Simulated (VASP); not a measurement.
ReBi:

```xyz
4
Lattice="4.5612 0.0000 0.0000 -2.2806 3.9502 0.0000 0.0000 0.0000 5.0534" Properties=species:S:1:pos:R:3 pbc="T T T"
Re    0.0000    0.0000    0.0000
Re    0.0000    0.0000    2.5267
Bi    0.0000    2.6334    1.2634
Bi    2.2806    1.3167    3.7901
```

Base run:

| Quantity | Value |
| --- | --- |
| Program | VASP 6.6.1 |
| Functional | PBEsol |
| Potentials or basis | VASP PAW PBE potentials, release 64 (Re, Bi_d) |
| Cutoff | 520 eV |
| k mesh | 10 × 10 × 6 |
| Occupations | gaussian, width 0.05 eV |
| Spin | no spin polarisation |

Its results: band gap on the k mesh zero (bands 22 and 23 overlap by 1.44 eV); pressure -5.3 GPa.

Question: The run is repeated on the same cell with these changes: functional from PBEsol to LDA; potentials or basis from VASP PAW PBE potentials, release 64 (Re, Bi_d) to VASP PAW LDA potentials, release 64 (Re, Bi_d). What comes out?

Answer: Band gap on the k mesh zero (bands 22 and 23 overlap by 1.42 eV); pressure -7.6 GPa.

Caveats: the cell stands under tension; spin-orbit coupling is left out, which moves the levels of the heavy elements; the PAW data sets were made with another functional, which shifts forces and pressure a little (at least some runs).
